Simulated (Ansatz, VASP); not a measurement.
Ti: VASP beside Ansatz

```
Ti
1.0
     3.07210    0.00000    0.00000
    -1.53605    2.66052    0.00000
     0.00000    0.00000    4.08180
Ti
2
Direct
  0.33333 0.66667 0.25000
  0.66667 0.33333 0.75000
```

Alike in both runs: task single point; functional r2SCAN; k mesh 18 × 18 × 10; no spin polarisation.

```csv
,VASP,Ansatz
version,VASP 6.6.1,Ansatz 0.2.0
potentials or method,"VASP PAW PBE potentials, release 64 (Ti_sv), cutoff 520 eV","scalar-relativistic, plane waves, PAW"
occupations,"methfessel-paxton of order 1, width 0.05 eV","cold, width 0.05 eV"
valence electrons in the cell,24,24
```

|  | VASP | Ansatz | Ansatz less VASP |
| --- | --- | --- | --- |
| gap on the k mesh at the Fermi level (eV) | none | none | - |
| pressure (GPa) | 5.4 | 5.0 | -0.43 |
| traceless stress, the component that is largest in VASP (GPa) | 11.30 | 11.19 | -0.108 |

VASP's potentials were made for PBE, not for r2SCAN. A gap of «none» marks a metal or a gap that the smearing closes.
